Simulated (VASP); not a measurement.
# SiC5 (P6_3/mcm) in VASP: notebook

Runs on SiC5. Level: PBE. Tasks: single point.

All numbers are computed with VASP 6.6.1; they aren't measurements. Logs are shortened: lines on timing, memory, paths and dates and some standing lists are left out, and cuts for length are marked.

**1. The cell of the first run**

Symmetry: P6_3/mcm, No. 193, hexagonal system. Conventional cell: a = 4.653 Å, b = 4.653 Å, c = 7.181 Å, α = 90.00°, β = 90.00°, γ = 120.00°. Within 2.4 Å of Si (site symmetry -62m) lie 3 C at 1.77 Å. Within 1.9 Å of C (site symmetry m2m) lie 2 C at 1.45 Å and 1 Si at 1.77 Å. C (site symmetry -6) has 3 C at 1.45 Å within 1.9 Å.

**2. Single point, PBE**

Input file INCAR:

```
ALGO = Normal
EDIFF = 1E-7
ENCUT = 520
GGA = PE
ISIF = 2
ISMEAR = 0
LASPH = T
LCHARG = F
LREAL = F
LWAVE = F
NBANDS = 36
NELM = 60
PREC = Accurate
SIGMA = 0.2
```

Input file KPOINTS:

```
k-points
0
Gamma
  4 4 3
```

Input file POSCAR:

```
SiC5
1.0
    4.6525821189      0.0000000000      0.0000000000
   -2.3262910594      4.0292543081      0.0000000000
    0.0000000000      0.0000000000      7.1812156700
Si C
2 10
Direct
    0.0000000000      0.0000000000      0.7500000000
    0.0000000000      0.0000000000      0.2500000000
    0.6195667788      0.0000000000      0.7500000000
    0.3333333333      0.6666666667      0.7500000000
    0.6666666667      0.3333333333      0.7500000000
    0.0000000000      0.6195667788      0.7500000000
    0.3804332212      0.3804332212      0.7500000000
    0.6195667788      0.6195667788      0.2500000000
    0.6666666667      0.3333333333      0.2500000000
    0.3333333333      0.6666666667      0.2500000000
    0.0000000000      0.3804332212      0.2500000000
    0.3804332212      0.0000000000      0.2500000000
```

Potentials or basis: VASP PAW PBE potentials, release 64 (Si, C).

Launch:

```bash
$ cat potpaw_PBE.64/Si/POTCAR potpaw_PBE.64/C/POTCAR > POTCAR
$ mpirun -np 1 vasp_std > vasp.out
```

OUTCAR:

```text
EDIFF = 1E-7
   ENCUT = 520
   GGA = PE
   ISIF = 2
   ISMEAR = 0
   LASPH = T
   LREAL = F
   NELM = 60
   PREC = Accurate

 ion  position               nearest neighbor table
   1  0.000  0.000  0.750-   6 1.77   7 1.77   3 1.77
   2  0.000  0.000  0.250-  11 1.77   8 1.77  12 1.77
   3  0.620  0.000  0.750-   5 1.45   4 1.45   1 1.77
   4  0.333  0.667  0.750-   6 1.45   3 1.45   7 1.45
   5  0.667  0.333  0.750-   3 1.45   6 1.45   7 1.45
   6  0.000  0.620  0.750-   4 1.45   5 1.45   1 1.77
   7  0.380  0.380  0.750-   4 1.45   5 1.45   1 1.77
   8  0.620  0.620  0.250-   9 1.45  10 1.45   2 1.77
   9  0.667  0.333  0.250-  11 1.45  12 1.45   8 1.45
  10  0.333  0.667  0.250-  12 1.45  11 1.45   8 1.45
  11  0.000  0.380  0.250-   9 1.45  10 1.45   2 1.77
  12  0.380  0.000  0.250-  10 1.45   9 1.45   2 1.77

  LATTYP: Found a hexagonal cell.
 ALAT       =     4.6525821189
 C/A-ratio  =     1.5434903644

  Lattice vectors:

 A1 = (   4.6525821189,   0.0000000000,   0.0000000000)
 A2 = (  -2.3262910594,   4.0292543081,   0.0000000000)
 A3 = (   0.0000000000,   0.0000000000,   7.1812156700)

Analysis of symmetry for initial positions (statically):
=====================================================================
 Subroutine PRICEL returns:
 Original cell was already a primitive cell.

 Routine SETGRP: Setting up the symmetry group for a
 hexagonal supercell.

 Subroutine GETGRP returns: Found 24 space group operations
 (whereof 12 operations were pure point group operations)
 out of a pool of 24 trial point group operations.

The static configuration has the point symmetry D_3d.
 The point group associated with its full space group is D_6h.

Analysis of symmetry for dynamics (positions and initial velocities):
=====================================================================
 Subroutine PRICEL returns:
 Original cell was already a primitive cell.

 Routine SETGRP: Setting up the symmetry group for a
 hexagonal supercell.

 Subroutine GETGRP returns: Found 24 space group operations
 (whereof 12 operations were pure point group operations)
 out of a pool of 24 trial point group operations.

The dynamic configuration has the point symmetry D_3d.
 The point group associated with its full space group is D_6h.

 Subroutine INISYM returns: Found 24 space group operations
 (whereof 12 operations are pure point group operations),
 and found     1 'primitive' translations

----------------------------------------------------------------------------------------

                                     Primitive cell

  volume of cell :     134.6222

  direct lattice vectors                    reciprocal lattice vectors
     4.652582119  0.000000000  0.000000000     0.214934412  0.124092440  0.000000000
    -2.326291059  4.029254308  0.000000000     0.000000000  0.248184881  0.000000000
     0.000000000  0.000000000  7.181215670     0.000000000  0.000000000  0.139252189

  length of vectors
     4.652582119  4.652582119  7.181215670     0.248184881  0.248184881  0.139252189

  position of ions in fractional coordinates (direct lattice)
     0.000000000  0.000000000  0.750000000
     0.000000000  0.000000000  0.250000000
     0.619566779  0.000000000  0.750000000
     0.333333333  0.666666667  0.750000000
     0.666666667  0.333333333  0.750000000
     0.000000000  0.619566779  0.750000000
     0.380433221  0.380433221  0.750000000
     0.619566779  0.619566779  0.250000000
     0.666666667  0.333333333  0.250000000
     0.333333333  0.666666667  0.250000000
     0.000000000  0.380433221  0.250000000
     0.380433221  0.000000000  0.250000000

  ion indices of the primitive-cell ions
   primitive index   ion index
                 1           1
                 2           2
                 3           3
                 4           4
                 5           5
                 6           6
                 7           7
                 8           8
                 9           9
                10          10
                11          11
                12          12

----------------------------------------------------------------------------------------

 KPOINTS: k-points

Automatic generation of k-mesh.
 Grid dimensions read from file:
 generate k-points for:    4    4    3

 Generating k-lattice:

  Cartesian coordinates                     Fractional coordinates (reciprocal lattice)
     0.053733603  0.031023110  0.000000000     0.250000000  0.000000000  0.000000000
     0.000000000  0.062046220  0.000000000     0.000000000  0.250000000  0.000000000
     0.000000000  0.000000000  0.046417396     0.000000000  0.000000000  0.333333333

  Length of vectors
     0.062046220  0.062046220  0.046417396

  Shift w.r.t. Gamma in fractional coordinates (k-lattice)
     0.000000000  0.000000000  0.000000000

 Subroutine IBZKPT returns following result:
 ===========================================

 Found      8 irreducible k-points:

 Following reciprocal coordinates:
            Coordinates               Weight
  0.000000  0.000000  0.000000      1.000000
  0.250000  0.000000  0.000000      6.000000
  0.500000  0.000000  0.000000      3.000000
  0.250000  0.250000  0.000000      6.000000
  0.000000  0.000000  0.333333      2.000000
  0.250000  0.000000  0.333333     12.000000
  0.500000  0.000000  0.333333      6.000000
  0.250000  0.250000  0.333333     12.000000
   k-points           NKPTS =      8   k-points in BZ     NKDIM =      8   number of bands    NBANDS=     36
   number of dos      NEDOS =    301   number of ions     NIONS =     12
   total plane-waves  NPLWV =  69984
   dimension x,y,z NGX =    36 NGY =   36 NGZ =   54
   dimension x,y,z NGXF=    72 NGYF=   72 NGZF=  108
   ions per type =               2  10
   NGX,Y,Z   is equivalent  to a cutoff of  12.86, 12.86, 12.50 a.u.
   NGXF,Y,Z  is equivalent  to a cutoff of  25.73, 25.73, 25.00 a.u.
 SYSTEM =  unknown system
   PREC   = accura    normal or accurate (medium, high low for compatibility)
   ISTART =      0    job   : 0-new  1-cont  2-samecut
   ICHARG =      2    charge: 1-file 2-atom 10-const
   ISPIN  =      1    spin polarized calculation?
   LNONCOLLINEAR =      F non collinear calculations
   LSORBIT =      F    spin-orbit coupling
   LASPH  =      T    aspherical Exc in radial PAW
   ENCUT  =  520.0 eV  38.22 Ry    6.18 a.u.   8.65  8.65 13.35*2*pi/ulx,y,z
   NELM   =     60;   NELMIN=  2; NELMDL= -5     # of ELM steps
   EDIFF  = 0.1E-06   stopping-criterion for ELM
   LREAL  =      F    real-space projection
   EDIFFG = 0.1E-05   stopping-criterion for IOM
   NSW    =      0    number of steps for IOM
   IBRION =     -1    ionic relax: 0-MD 1-quasi-New 2-CG
   NFREE  =      0    steps in history (QN), initial steepest desc. (CG)
   ISIF   =      2    stress and relaxation
   ISYM   =      2    0-nonsym 1-usesym 2-fastsym
   POTIM  = 0.5000    time-step for ionic-motion
   TEBEG  =    0.0;   TEEND  =   0.0 temperature during run
   PSTRESS=    0.0 pullay stress
   NELECT =      48.0000    total number of electrons
   NUPDOWN=      -1.0000    fix difference up-down
   EMIN   =  10.00;   EMAX   =-10.00  energy-range for DOS
   EFERMI =   0.00;   METHOD = LEGACY
   ISMEAR =     0;   SIGMA  =   0.20  broadening in eV -4-tet -1-fermi 0-gaus
   EFERMI_NEDOS =   21; number of points for ismear=-14 and -15
   IALGO  =     38    algorithm
   IMIX   =      4    mixing-type and parameters
     AMIX     =   0.40;   BMIX     =  1.00
     AMIX_MAG =   1.60;   BMIX_MAG =  1.00
  volume/ion in A,a.u.               =      11.22        75.71
  Fermi-wavevector in a.u.,A,eV,Ry     =   1.160868  2.193723 18.335423  1.347616
  Thomas-Fermi vector in A             =   2.297446
   LORBIT       =      0    0 simple, 1 ext, 2 COOP (PROOUT), +10 PAW based schemes
   GGA     = PE    functional components
   LHFCALC =     F    Hartree Fock is set to
   AEXX    =    0.0000 exact exchange contribution
   IVDW    =     0    specifies the selected vdW correction
   LEPSILON=     F    determine dielectric tensor
   LRPA    =     F    only Hartree local field effects (RPA)
 non-spin polarized calculation
 Gauss-broadening in eV      SIGMA  =   0.20
  energy-cutoff  :      520.00
  volume of cell :      134.62
 maximum number of plane-waves:      3645
 NGX is ok and might be reduce to    36
   NGX = 17   NGY = 17   NGZ = 27

 number of electron      48.0000002 magnetization

 Free energy of the ion-electron system (eV)
  ---------------------------------------------------
  ext. energy  EPLUGINS =         0.00000000
  ---------------------------------------------------
  free energy    TOTEN  =       -98.39517575 eV

  energy without entropy =      -98.36651712  energy(sigma->0) =      -98.38084643

 E-fermi :   4.2723     XC(G=0):  -9.7368

 val. band max:        4.2651080210   @ k =   0.0000   0.0000   0.3333
 cond. band min:       4.2867450161   @ k =   0.0000   0.0000   0.0000
 fundamental gap:      0.0216369952
 Fermi energy:         4.2722657319

 k-point     1 :       0.0000    0.0000    0.0000
  band No.  band energies     occupation
      1     -13.5411      2.00000
      2     -13.3279      2.00000
      3      -8.7840      2.00000
      4      -8.6696      2.00000
      5      -7.6447      2.00000
      6      -7.6447      2.00000
[... 28 lines left out ...]
     35      11.9557      0.00000
     36      12.2310      0.00000

 k-point     2 :       0.2500    0.0000    0.0000
  band No.  band energies     occupation
      1     -13.1589      2.00000
      2     -12.9550      2.00000
      3     -10.1775      2.00000
      4     -10.0356      2.00000
      5      -8.1013      2.00000
      6      -8.0587      2.00000
[... 226 lines left out ...]
 k-point     8 :       0.2500    0.2500    0.3333
  band No.  band energies     occupation
      1     -12.4166      2.00000
      2     -12.3243      2.00000
      3     -11.1899      2.00000
      4     -11.1112      2.00000
      5      -9.1848      2.00000
      6      -9.0752      2.00000
[... 28 lines left out ...]
     35      10.9540      0.00000
     36      11.1732      0.00000

------------------------ aborting loop because EDIFF is reached ----------------------------------------

  FORCE on cell =-STRESS in cart. coord.  units (eV):
  Direction    XX          YY          ZZ          XY          YZ          ZX
  --------------------------------------------------------------------------------------
  -------------------------------------------------------------------------------------
  Total        0.1187503      0.1187503      0.0092179      0.0000000      0.0000000      0.0000000
  in kB        1.4132812      1.4132812      0.1097050      0.0000000      0.0000000      0.0000000
  external PRESSURE =       0.9787558 kB  Pullay stress =       0.0000000 kB

 VOLUME and BASIS-vectors are now :
 -----------------------------------------------------------------------------
  energy-cutoff  :      520.00
  volume of cell :      134.62
      direct lattice vectors                 reciprocal lattice vectors
     4.652582119  0.000000000  0.000000000     0.214934412  0.124092440  0.000000000
    -2.326291059  4.029254308  0.000000000     0.000000000  0.248184881  0.000000000
     0.000000000  0.000000000  7.181215670     0.000000000  0.000000000  0.139252189

 POSITION                                       TOTAL-FORCE (eV/Angst)
 -----------------------------------------------------------------------------------
      0.00000      0.00000      5.38591         0.000000      0.000000     -0.000000
      0.00000      0.00000      1.79530         0.000000      0.000000     -0.000000
      2.88259      0.00000      5.38591         0.028095      0.000000      0.000000
     -0.00000      2.68617      5.38591         0.000000      0.000000     -0.000000
      2.32629      1.34308      5.38591         0.000000      0.000000      0.000000
     -1.44129      2.49639      5.38591        -0.014048      0.024331     -0.000000
      0.88500      1.53286      5.38591        -0.014048     -0.024331      0.000000
      1.44129      2.49639      1.79530         0.014048      0.024331     -0.000000
      2.32629      1.34308      1.79530         0.000000      0.000000      0.000000
     -0.00000      2.68617      1.79530         0.000000      0.000000     -0.000000
     -0.88500      1.53286      1.79530         0.014048     -0.024331      0.000000
      1.77000      0.00000      1.79530        -0.028095      0.000000     -0.000000
 -----------------------------------------------------------------------------------
    total drift:                               -0.000000      0.000000     -0.000000

  FREE ENERGIE OF THE ION-ELECTRON SYSTEM (eV)
  ---------------------------------------------------
  free  energy   TOTEN  =       -98.3951757502 eV

  energy  without entropy=      -98.3665171150  energy(sigma->0) =      -98.38084643
```

It took 39 s on 1 thread of Intel Xeon 6975P-C, shared host; peak memory 0.24 GiB.

Results:

| Item | Value |
| --- | --- |
| Free energy | -98.3952 eV |
| Pressure | 0.1 GPa |
| Largest force | 0.028 eV/Å |
| Band gap on the k mesh | zero (band 24 reaches 4.29 eV, above the bottom of band 25 at 4.27 eV) |

Forces in eV/Å, atoms in the order of the input:
```
Si   0.000  0.000  0.000
Si   0.000  0.000  0.000
C    0.028  0.000  0.000
C    0.000  0.000  0.000
C    0.000  0.000  0.000
C   -0.014  0.024  0.000
C   -0.014 -0.024  0.000
C    0.014  0.024  0.000
C    0.000  0.000  0.000
C    0.000  0.000  0.000
C    0.014 -0.024  0.000
C   -0.028  0.000  0.000
```

Levels at points of the mesh, in eV from the Fermi level:
| k point | band 20 | band 21 | band 22 | band 23 | band 24 | band 25 | band 26 | band 27 | band 28 | band 29 |
| --- | --- | --- | --- | --- | --- | --- | --- | --- | --- | --- |
| (0.00, 0.00, 0.00) | -2.25 | -0.75 | -0.17 | -0.17 | 0.01 | 0.01 | 0.25 | 0.63 | 3.06 | 3.54 |
| (0.50, 0.00, 0.00) | -3.34 | -3.22 | -3.15 | -1.84 | -1.16 | 1.81 | 2.17 | 3.26 | 5.14 | 5.14 |

Caveat: the k points lie up to 0.39 Å⁻¹ apart.

**3. Single point, PBE**

This run uses another cell than the first one, of 11.75 Å³/atom, 1.048 times its volume.

Input file INCAR:

```
  ALGO = Normal
  EDIFF = 1E-6
  ENCUT = 520
  GGA = PE
  ISIF = 2
  ISMEAR = 0
  LASPH = T
  LCHARG = F
  LREAL = F
  LWAVE = F
  NBANDS = 36
  NELM = 100
  PREC = Accurate
  SIGMA = 0.2
```

Input file KPOINTS:

```
k-points
0
Gamma
  6 6 4
```

Input file POSCAR:

```
SiC5
1.0
    4.6504159284      0.0000000000      0.0000000000
   -2.3252079642      4.0273783322      0.0000000000
    0.0000000000      0.0000000000      7.5294672924
Si C
2 10
Direct
    0.0000000000      0.0000000000      0.7500000000
    0.0000000000      0.0000000000      0.2500000000
    0.6198088445      0.0000000000      0.7500000000
    0.3333333333      0.6666666667      0.7500000000
    0.6666666667      0.3333333333      0.7500000000
    1.0000000000      0.6198088445      0.7500000000
    0.3801911555      0.3801911555      0.7500000000
    0.6198088445      0.6198088445      0.2500000000
    0.6666666667      0.3333333333      0.2500000000
    0.3333333333      0.6666666667      0.2500000000
    1.0000000000      0.3801911555      0.2500000000
    0.3801911555      0.0000000000      0.2500000000
```

Potentials or basis: VASP PAW PBE potentials, release 64 (Si, C).

Launch:

```bash
$ cat potpaw_PBE.64/Si/POTCAR potpaw_PBE.64/C/POTCAR > POTCAR
$ mpirun -np 1 vasp_std > vasp.out
```

Wall time 92 s (1 thread of Intel Xeon 6975P-C, shared host); peak memory 0.28 GiB.

The run converged. Its results:

```
Free energy            : -98.4714 eV
Pressure               : 0.2 GPa
Largest force          : 0.023 eV/Å
Band gap on the k mesh : zero (band 24 reaches 3.89 eV, above the bottom of band 25 at 3.83 eV)
```

Forces on the atoms (eV/Å):
```
Si   0.000  0.000  0.000
Si   0.000  0.000  0.000
C    0.023  0.000  0.000
C    0.000  0.000  0.000
C    0.000  0.000  0.000
C   -0.012  0.020  0.000
C   -0.012 -0.020  0.000
C    0.012  0.020  0.000
C    0.000  0.000  0.000
C    0.000  0.000  0.000
C    0.012 -0.020  0.000
C   -0.023  0.000  0.000
```

Stress tensor (GPa, compression positive):
```
 0.33  0.00  0.00
 0.00  0.33  0.00
 0.00  0.00 -0.08
```

Levels at points of the mesh, in eV from the Fermi level:
| k point | band 21 | band 22 | band 23 | band 24 | band 25 | band 26 | band 27 | band 28 |
| --- | --- | --- | --- | --- | --- | --- | --- | --- |
| (0.00, 0.00, 0.00) | -0.62 | -0.12 | -0.12 | 0.02 | 0.02 | 0.12 | 0.86 | 2.94 |
| (0.50, 0.00, 0.00) | -3.31 | -3.24 | -1.71 | -1.15 | 1.76 | 2.04 | 3.33 | 5.07 |
| (0.00, 0.00, 0.50) | -0.27 | -0.27 | -0.04 | -0.04 | -0.04 | -0.04 | 1.58 | 1.58 |
| (0.50, 0.00, 0.50) | -3.27 | -3.27 | -1.38 | -1.38 | 1.59 | 1.59 | 4.43 | 4.43 |
